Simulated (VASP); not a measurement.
HfN, 2 atoms in the cell. Symmetry: I4/mmm, No. 139, tetragonal system. The conventional cell has a = 3.035 Å, b = 3.035 Å, c = 4.518 Å, α = 90.00°, β = 90.00°, γ = 90.00°. Within 2.8 Å of Hf (site symmetry 4/mmm) lie 6 N at 2.15 to 2.26 Å. Within 2.8 Å of N (site symmetry 4/mmm) lie 6 Hf at 2.15 to 2.26 Å.  This cell differs from its parent crystal: strain -0.050 along x and y, +0.000 along z.

```yaml
Program: VASP 6.6.1
Task: single point
Functional: PBEsol
Potentials_or_basis: VASP PAW PBE potentials, release 64 (Hf_pv, N)
Cutoff: 520 eV
k_mesh: 18 × 18 × 18
Occupations: gaussian, width 0.15 eV
Spin: no spin polarisation
Dipole_correction: no
Further_INCAR_settings: ALGO = Normal; EDIFF = 1e-06; NBANDS = 14
```

Potentials or basis: VASP PAW PBE potentials, release 64 (Hf_pv, N).

Launch:

```bash
$ cat potpaw_PBE.64/Hf_pv/POTCAR potpaw_PBE.64/N/POTCAR > POTCAR
$ mpirun -np 1 vasp_std > vasp.out
```

Hardware: 1 thread of Intel Xeon 8259CL, with other jobs on the host.

**Question.** How long does it take, and how much memory?

**Answer.** It took 2.5 min on 1 thread of Intel Xeon 8259CL, with other jobs on the host, peak memory 0.26 GiB. Counts: scf iterations 12, k points 480.
